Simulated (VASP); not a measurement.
Wanted: the native input for a VASP 6.6.1 run.

```
Task                   : single point
Functional             : PBE
Potentials or basis    : VASP PAW PBE potentials, release 64 (Os)
Cutoff                 : 520 eV
k mesh                 : 20 × 20 × 20
Occupations            : fermi-dirac, width 0.1 eV
Spin                   : no spin polarisation
Dipole correction      : no
Further INCAR settings : ALGO = Normal; EDIFF = 1e-07; NBANDS = 10
```

The structure of Os lies in POSCAR:

```
Os
1.0
   -1.3595804952      1.3595804952      1.3595804952
    1.3595804952     -1.3595804952      1.3595804952
    1.3595804952      1.3595804952     -1.3595804952
Os
1
Direct
    0.0000000000      0.0000000000      0.0000000000
```

This isn't the form of Os at room conditions, which is hcp.

These files were run (other wordings do the same):

INCAR

```
SYSTEM = Os
PREC = Accurate
ENCUT = 520
EDIFF = 1E-7
ISMEAR = -1
SIGMA = 0.1
LREAL = .False.
LASPH = .True.
NELM = 60
ALGO = Normal
ISIF = 2
LWAVE = .False.
LCHARG = .True.
GGA = PE
LELF = .True.
LVHAR = .True.
NBANDS = 10
```

KPOINTS

```
regular mesh
0
Gamma
  20 20 20
  0 0 0
```

Potentials or basis: VASP PAW PBE potentials, release 64 (Os).

The run is started by

```bash
$ cat potpaw_PBE.64/Os/POTCAR > POTCAR
$ mpirun -np 1 vasp_std > vasp.out
```

Results of the run:

```
Pressure               : 344.9 GPa
Band gap on the k mesh : zero (bands 4 and 5 overlap by 8.39 eV)
```

Caveat: the cell stands under pressure; spin-orbit coupling is left out, which moves the levels of the heavy elements.

It took 13 s on 1 thread of AMD EPYC 9R45 96-Core Processor (Zen 5) (shared host), peak memory 0.11 GiB.
